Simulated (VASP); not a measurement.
Here is a VASP 6.6.1 calculation.

The input INCAR:

```
SYSTEM = Li
ALGO = Normal ; EDIFF = 1E-6
ENCUT = 520 ; GGA = CA
ISIF = 2 ; ISMEAR = -1
LASPH = .TRUE. ; LCHARG = .FALSE.
LREAL = .FALSE. ; LWAVE = .FALSE.
NBANDS = 10 ; NELM = 80
PREC = Accurate ; SIGMA = 0.1
```

The input KPOINTS:

```
k-points
0
G
  15 15 7
  0 0 0
```

Contents of POSCAR:

```
Li
1.0
   -1.9256721353      1.5850661660      1.4190849622
    1.5850661660     -1.9256721353      1.4190849622
    3.5983283863      3.5983283863     -2.0429054188
Li
2
Direct
    0.9575235877      0.0424764123      1.0000000000
    0.7924764123      0.2075235877      0.5000000000
```

Potentials or basis: VASP PAW LDA potentials, release 64 (Li_sv).

The run is started by

```sh
$ cat potpaw_LDA.64/Li_sv/POTCAR > POTCAR
$ mpirun -np 1 vasp_std > vasp.out
```

Q: Estimate the band gap on the k mesh.

A: Zero (band 3 reaches 3.53 eV, above the bottom of band 4 at -1.26 eV).
